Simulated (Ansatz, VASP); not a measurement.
Two plane-wave programs on CdTe

The input INCAR:

```
SYSTEM = CdTe
ALGO     = Normal         ! electronic algorithm
DIPOL    = 0.5 0.5 0.500
EDIFF    = 1E-6           ! SCF threshold, eV
ENCUT    = 400            ! plane-wave cutoff, eV
GGA      = PE             ! functional
GGA_COMPAT= .False.      
IDIPOL   = 3            
ISIF     = 2              ! what is computed and relaxed
ISMEAR   = 1              ! smearing method
LASPH    = .True.         ! aspherical terms in the spheres
LCHARG   = .False.        ! write CHGCAR
LDIPOL   = .True.       
LREAL    = .False.        ! projectors in reciprocal space
LWAVE    = .False.        ! write WAVECAR
NBANDS   = 46             ! bands
NELM     = 120            ! most SCF steps
NELMDL   = -8           
PREC     = Accurate       ! precision mode
SIGMA    = 0.15           ! smearing width, eV
```

The input KPOINTS:

```
k-points
0
Gamma
  3 3 1
  0 0 0
```

File POSCAR:

```
CdTe
1.0
    4.5325544674      0.0000000000      0.0000000000
    0.0000000000      4.5325544674      0.0000000000
    0.0000000000      0.0000000000     23.2175000000
Cd Te
4 4
Direct
    0.0000000000      0.0000000000      0.2584257564
    0.5000000000      0.5000000000      0.3964681813
    0.0000000000      1.0000000000      0.5345106062
    0.5000000000      0.5000000000      0.6725530311
    1.0000000000      0.5000000000      0.3274469689
    0.5000000000      0.0000000000      0.4654893938
    1.0000000000      0.5000000000      0.6035318187
    0.5000000000      0.0000000000      0.7415742436
```

Input for Ansatz:

```yaml
crystal:
  lattice:
    - [4.53255446740577, 0.0, 0.0]
    - [1.3591464952799578e-16, 4.53255446740577, 0.0]
    - [0.0, 0.0, 23.2175]
  atoms:
    - { symbol: Cd, position: [0.0, 0.0, 0.25842575643372456] }
    - { symbol: Te, position: [0.9999999999999998, 0.5000000000000002, 0.32744696888123176] }
    - { symbol: Cd, position: [0.5000000000000001, 0.4999999999999999, 0.39646818132873907] }
    - { symbol: Te, position: [0.4999999999999998, 2.565308604341411e-16, 0.4654893937762463] }
    - { symbol: Cd, position: [2.220446049250313e-16, 0.9999999999999998, 0.5345106062237536] }
    - { symbol: Te, position: [0.9999999999999998, 0.5000000000000002, 0.6035318186712608] }
    - { symbol: Cd, position: [0.5000000000000002, 0.4999999999999998, 0.6725530311187682] }
    - { symbol: Te, position: [0.5, 1.1102230246251565e-16, 0.7415742435662754] }
basis:
  ecutwfc: 550.0
kpoints:
  mp_grid:
    grid: [3, 3, 1]
hamiltonian:
  xc: pbe
efield:
  axis: 3
  dipole_correction: true
scf:
  occupations:
    method: methfessel_paxton
    width: 0.15
output:
  write_potential: true
  forces: true
```

Alike in both runs: task single point; functional PBE; k mesh 3 × 3 × 1; occupations methfessel-paxton of order 1, width 0.15 eV; no spin polarisation.

|  | VASP | Ansatz |
| --- | --- | --- |
| version | VASP 6.6.1 | Ansatz 0.2.0 |
| potentials or method | VASP PAW PBE potentials, release 64 (Cd, Te), cutoff 400 eV | plane waves, PAW |
| valence electrons in the cell | 72 | 144 |

```csv
,VASP,Ansatz,Ansatz less VASP
gap on the k mesh at the Fermi level (eV),none,none,-
rms of the force components (eV/Å),0.206,0.202,-0.0035
```

A gap of «none» marks a metal or a gap that the smearing closes. With one functional, cell and mesh, what is left measures potentials, basis and numerics. VASP's potentials hold 72 valence electrons a cell and Ansatz's 144, so a difference there can come from the potentials and not from the codes. Ansatz's warnings: vacuum density over bound, xc potential rough in thin density.

The k mesh is coarse, so the values compare programs but aren't converged. Spin-orbit coupling is off throughout.
